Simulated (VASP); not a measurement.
## Mg: relaxation of cell and atoms with LDA

Crystal: Mg.

```
Mg
1.0
     3.21006    0.00000    0.00000
    -1.60503    2.78000    0.00000
     0.00000    0.00000    5.13793
Mg
2
Direct
  0.33333 0.66667 0.25000
  0.66667 0.33333 0.75000
```

* Program: VASP 6.6.1
* Task: relaxation of cell and atoms
* Functional: LDA
* Potentials or basis: VASP PAW LDA potentials, release 64 (Mg)
* Cutoff: 600 eV
* k mesh: 15 × 15 × 8
* Occupations: gaussian, width 0.1 eV
* Spin: no spin polarisation
* Dipole correction: no
* Further INCAR settings: ALGO = Fast; EDIFF = 1e-07; IBRION = 2; EDIFFG = -0.005; NSW = 70; ISIF = 3

| Property | Result |
| --- | --- |
| Relaxed volume | 21.42 Å³/atom |
| Relaxed cell | a = 3.138 Å, b = 3.138 Å, c = 5.023 Å, α = 90.00°, β = 90.00°, γ = 120.00° |
| Space group after relaxing (to 0.05 Å) | P6_3/mmc (No. 194) |
| Energy gained by relaxing | 11.9 meV/atom |
| Ionic steps | 5 |
| Pressure after relaxing | 0.0 GPa |
| Band gap on the k mesh | zero (band 2 reaches 3.75 eV, above the bottom of band 3 at 1.70 eV) |

Step by step:
```
step  energy change (eV)  largest force (eV/Å)  pressure (GPa)  volume (Å³)
   1              0.0000                0.0000           -2.40        45.85
   2             -0.0222                0.0000           -0.69        43.61
   3             -0.0238                0.0000           -0.03        42.88
   4             -0.0238                0.0000            0.03        42.82
   5             -0.0238                0.0000            0.00        42.85
```

Final structure:
```
Mg
1.0
     3.13848    0.00000    0.00000
    -1.56924    2.71801    0.00000
     0.00000    0.00000    5.02292
Mg
2
Direct
  0.33333 0.66667 0.25000
  0.66667 0.33333 0.75000
```

Levels at points of the mesh, in eV from the Fermi level:
```
           k point  band 1  band 2  band 3  band 4  band 5  band 6
(0.00, 0.00, 0.00)   -7.22   -1.68   -1.13   11.15   11.15   11.30
(0.00, 0.00, 0.50)   -5.73   -5.73    5.45    5.45   11.91   11.91
```

Wall time 3 min on 1 thread of AMD EPYC 7R13, on a shared host, peak memory 0.17 GiB.

LDA usually gives volumes a few per cent too small. Zero-point motion and thermal expansion aren't in these numbers.
